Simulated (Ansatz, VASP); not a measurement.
**As in VASP and in Ansatz**

File INCAR:

```
ALGO = Normal
EDIFF = 1E-6
ENCUT = 520
GGA = PS
ISIF = 2
ISMEAR = 0
LASPH = True
LCHARG = False
LREAL = False
LWAVE = False
NBANDS = 12
NELM = 80
PREC = Accurate
SIGMA = 0.15
```

File KPOINTS:

```
k-points
0
Gamma
  18 18 18
```

The input POSCAR:

```
As
1.0
    1.9079456994      1.1015529631      3.5903431000
   -1.9079456994      1.1015529631      3.5903431000
    0.0000000000     -2.2031059263      3.5903431000
As
2
Direct
    0.2275400000      0.2275400000      0.2275400000
    0.7724600000      0.7724600000      0.7724600000
```

Input for Ansatz:

```yaml
crystal:
  lattice:
    - [1.9079456994, 1.1015529631, 3.5903431]
    - [-1.9079456994, 1.1015529631, 3.5903431]
    - [0.0, -2.2031059263, 3.5903431]
  atoms:
    - { symbol: As, position: [0.22754, 0.22754, 0.22754] }
    - { symbol: As, position: [0.77246, 0.77246, 0.77246] }
basis:
  ecutwfc: 420
kpoints:
  mp_grid: { grid: [18, 18, 18] }
hamiltonian:
  xc: pbesol
scf:
  occupations: { method: gaussian, width: 0.15 }
output:
  forces: true
  stress: true
  eigenvalues: true
```

Change from the starting cell: strain +0.015 along x and y, +0.030 along z, atoms carried along.

Alike in both runs: task single point; functional PBEsol; k mesh 18 × 18 × 18; occupations gaussian, width 0.15 eV; no spin polarisation.

```csv
,VASP,Ansatz
version,VASP 6.6.1,Ansatz 0.2.0
potentials or method,"VASP PAW PBE potentials, release 64 (As), cutoff 520 eV","scalar-relativistic, plane waves, PAW"
valence electrons in the cell,10,30
```

Ansatz gave:

```
gap on the k mesh at the Fermi level (eV)                     : none
pressure (GPa)                                                : -3.8
traceless stress, the component that is largest in VASP (GPa) : -0.17
rms of the force components (eV/Å)                            : 0.149
```

**Question.** What did VASP give for the same quantities?

**Answer.** gap on the k mesh at the Fermi level (eV): none; pressure (GPa): -3.5; traceless stress, the component that is largest in VASP (GPa): -0.24; rms of the force components (eV/Å): 0.118.

VASP's potentials were made for PBE, not for PBEsol. Atom by atom the forces differ by 0.030 eV/Å (rms over components). A gap of «none» marks a metal or a gap that the smearing closes. With one functional, cell and mesh, what is left measures potentials, basis and numerics. VASP's potentials hold 10 valence electrons a cell and Ansatz's 30, so a difference there can come from the potentials and not from the codes.
